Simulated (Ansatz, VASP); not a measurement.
## One calculation of NaH, two programs

Contents of POSCAR:

```
NaH
1.0
    2.9323912064     -0.0074775976      0.0000000000
   -0.0074775976      2.9323912064      0.0000000000
    0.0000000000      0.0000000000      2.9323912064
Na H
1 1
Direct
    0.0000000000      0.0000000000      0.0000000000
    0.5000000000      0.5000000000      0.5000000000
```

INCAR.step1

```
SYSTEM = NaH
PREC     = Accurate       ! precision mode
ENCUT    = 520            ! plane-wave cutoff, eV
ISMEAR   = 0              ! smearing method
SIGMA    = 0.01           ! smearing width, eV
LREAL    = .False.        ! projectors in reciprocal space
LASPH    = .True.         ! aspherical terms in the spheres
NELM     = 100            ! most SCF steps
NBANDS   = 11             ! bands
GGA      = PE             ! functional
ALGO     = Normal         ! electronic algorithm
EDIFF    = 1E-4           ! SCF threshold, eV
LWAVE    = .True.         ! write WAVECAR
LCHARG   = .False.        ! write CHGCAR
```

The input INCAR.step2:

```
SYSTEM = NaH
PREC     = Accurate       ! precision mode
ENCUT    = 520            ! plane-wave cutoff, eV
EDIFF    = 1E-7           ! SCF threshold, eV
ISMEAR   = 0              ! smearing method
SIGMA    = 0.01           ! smearing width, eV
LREAL    = .False.        ! projectors in reciprocal space
LASPH    = .True.         ! aspherical terms in the spheres
NELM     = 100            ! most SCF steps
ALGO     = Normal         ! electronic algorithm
ISIF     = 2              ! what is computed and relaxed
LWAVE    = .False.        ! write WAVECAR
LCHARG   = .False.        ! write CHGCAR
METAGGA  = R2SCAN         ! meta-GGA
LMIXTAU  = .True.       
NBANDS   = 11             ! bands
ISTART   = 1
```

KPOINTS

```
regular mesh
0
Gamma
  8 8 8
  0 0 0
```

Input for Ansatz:

```yaml
crystal:
  lattice:
    - [2.9323912064, -0.0074775976, 0.0]
    - [-0.0074775976, 2.9323912064, 0.0]
    - [0.0, 0.0, 2.9323912064]
  atoms:
    - { symbol: Na, position: [0.0, 0.0, 0.0] }
    - { symbol: H, position: [0.5, 0.5, 0.5] }
kpoints:
  mp_grid: { grid: [8, 8, 8] }
  band_path:
    path: [[0.0, 0.0, 0.0], [0.0, 0.5, 0.0], [0.5, 0.5, 0.0], [0.5, 0.5, 0.5]]
    npoints: 1
hamiltonian:
  xc: r2scan
scf:
  occupations: { method: fixed }
  n_extra_bands: 4
output:
  forces: true
  stress: true
  eigenvalues: true
```

Change from the starting cell: shear_xy strain -0.5%.

Alike in both runs: task single point; functional r2SCAN; k mesh 8 × 8 × 8; no spin polarisation.

|  | VASP | Ansatz |
| --- | --- | --- |
| version | VASP 6.6.1 | Ansatz 0.2.0 |
| potentials or method | VASP PAW PBE potentials, release 64 (Na_pv, H) | plane waves, PAW |
| plane-wave cutoff (eV) | 520 | 500 |
| occupations | gaussian, width 0.01 eV | fixed |
| valence electrons in the cell | 8 | 10 |

|  | VASP | Ansatz | Ansatz less VASP |
| --- | --- | --- | --- |
| gap on the k mesh at the Fermi level (eV) | 1.61 | 1.60 | -0.010 |
| pressure (GPa) | -0.3 | 0.0 | +0.30 |

VASP's potentials were made for PBE, not for r2SCAN. VASP's potentials hold 8 valence electrons a cell and Ansatz's 10, so a difference there can come from the potentials and not from the codes.
